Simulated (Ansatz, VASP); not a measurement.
One calculation of SiMo3, two programs

```
CELL_PARAMETERS angstrom
5.42052 0.00000 0.00000
-2.71026 4.69430 0.00000
0.00000 0.00000 4.70736
ATOMIC_POSITIONS crystal
Si 0.33333 0.66667 0.25000
Si 0.66667 0.33333 0.75000
Mo 0.83268 0.66535 0.25000
Mo 0.16732 0.83268 0.75000
Mo 0.33465 0.16732 0.25000
Mo 0.16732 0.33465 0.75000
Mo 0.83268 0.16732 0.25000
Mo 0.66535 0.83268 0.75000
```

Alike in both runs: functional PBE; k mesh 12 × 12 × 8; occupations gaussian, width 0.1 eV; no spin polarisation.

Ansatz relaxed the structure, and its values are those at the end. VASP's run is a single point on that final structure, the one shown.

|  | VASP | Ansatz |
| --- | --- | --- |
| version | VASP 6.6.1 | Ansatz 0.2.0 |
| potentials or method | VASP PAW PBE potentials, release 64 (Si, Mo_sv), cutoff 520 eV | scalar-relativistic, plane waves, PAW |
| valence electrons in the cell | 92 | 92 |

Ansatz gave:

* gap on the k mesh at the Fermi level (eV): none
* pressure (GPa): 0.0

Problem. Which values does VASP return?

Solution. gap on the k mesh at the Fermi level (eV): none; pressure (GPa): 0.4.

A gap of «none» marks a metal or a gap that the smearing closes.
